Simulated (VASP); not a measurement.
A run of VASP 6.6.1:

Contents of INCAR:

```
PREC = Accurate
ENCUT = 520
EDIFF = 1E-6
ISMEAR = 0
SIGMA = 0.15
LREAL = F
LASPH = T
NELM = 80
ALGO = Normal
ISIF = 2
LWAVE = F
LCHARG = F
GGA = PS
NBANDS = 13
```

File KPOINTS:

```
Automatic mesh
0
Gamma
  18 18 18
```

POSCAR

```
Mo
1.0
    2.6944777412      0.0000000000      0.0000000000
   -1.3472388706      2.3334861739      0.0000000000
    0.0000000000      0.0000000000      2.5551807000
Mo
1
Direct
    0.0000000000      0.0000000000      0.5000000000
```

Potentials or basis: VASP PAW PBE potentials, release 64 (Mo_sv).

Command:

```console
$ cat potpaw_PBE.64/Mo_sv/POTCAR > POTCAR
$ mpirun -np 1 vasp_std > vasp.out
```

Hardware: 1 thread of Intel(R) Xeon(R) 6975P-C (Granite Rapids), on a shared host.

Problem. Estimate the wall time of this run.

Solution. It took 20 s on 1 thread of Intel(R) Xeon(R) 6975P-C (Granite Rapids), on a shared host, peak memory 0.18 GiB. Counts: scf iterations 11, k points 370.
